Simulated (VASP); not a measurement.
Set up this calculation in VASP 6.6.1, as the native input.

```
Task                   : single point
Functional             : LDA
Potentials or basis    : VASP PAW LDA potentials, release 64 (N)
Cutoff                 : 520 eV
k mesh                 : 12 × 12 × 6
Occupations            : gaussian, width 0.05 eV
Spin                   : collinear spin, ferromagnetic start
Starting moments       : [3.18, 3.18] μB
Dipole correction      : no
Further INCAR settings : ALGO = Normal; EDIFF = 1e-06; NBANDS = 16
```

The structure of N lies in POSCAR:

```
N
1.0
    3.9092235221      0.0000000000      0.0000000000
   -1.9546117610      3.3854868792      0.0000000000
    0.0000000000      0.0000000000      5.0758481297
N
2
Direct
    0.3333333333      0.6666666667      0.2500000000
    0.6666666667      0.3333333333      0.7500000000
```

This cell differs from its parent crystal: ratio of the length along z to the lengths across it x 0.8, volume and fractional coordinates fixed.

The input as run:

INCAR

```
  PREC = Accurate
  ENCUT = 520
  EDIFF = 1E-6
  ISMEAR = 0
  SIGMA = 0.05
  LREAL = False
  LASPH = True
  NELM = 150
  ALGO = Normal
  ISIF = 2
  LWAVE = False
  LCHARG = False
  ISPIN = 2
  MAGMOM = 3.18 3.18
  LORBIT = 11
  GGA = CA
  NBANDS = 16
```

KPOINTS

```
regular mesh
0
Gamma
  12 12 6
```

Potentials or basis: VASP PAW LDA potentials, release 64 (N).

Command:

```sh
$ cat potpaw_LDA.64/N/POTCAR > POTCAR
$ mpirun -np 1 vasp_std > vasp.out
```

Results of the run:

- Pressure: -0.3 GPa
- Band gap on the k mesh: 1.98 eV (least direct gap 2.10 eV)
- Net moment: 6.00 μB per cell
- Site moments: N +1.93 μB
- Valence electrons inside the program's atomic spheres: N 3.24

Run time: 100 s on 1 thread of Intel(R) Xeon(R) Platinum 8488C (Sapphire Rapids), on a shared host, peak memory 0.22 GiB.
